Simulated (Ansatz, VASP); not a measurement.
## Two plane-wave programs on MoS2

```
S Mo
1.0
     3.15464    0.00000    0.00000
    -1.57732    2.73200    0.00000
     0.00000    0.00000   23.13553
S Mo
2 1
Direct
  0.33333 0.66667 0.43224
  0.33333 0.66667 0.56776
  0.00000 0.00000 0.50000
```

Alike in both runs: task single point; functional PBE; dispersion D3(BJ); k mesh 30 × 30 × 1; occupations gaussian, width 0.05 eV; no spin polarisation.

|  | VASP | Ansatz |
| --- | --- | --- |
| version | VASP 6.6.1 | Ansatz 0.2.0 |
| potentials or method | VASP PAW PBE potentials, release 64 (S, Mo_sv), cutoff 520 eV | scalar-relativistic, plane waves, PAW |
| valence electrons in the cell | 26 | 26 |

```tsv
	VASP	Ansatz	Ansatz less VASP
gap on the k mesh at the Fermi level (eV)	1.78	1.78	-0.004
rms of the force components (eV/Å)	0.011	0.005	-0.0058
```

Ansatz's warnings: published levels not confirmed.
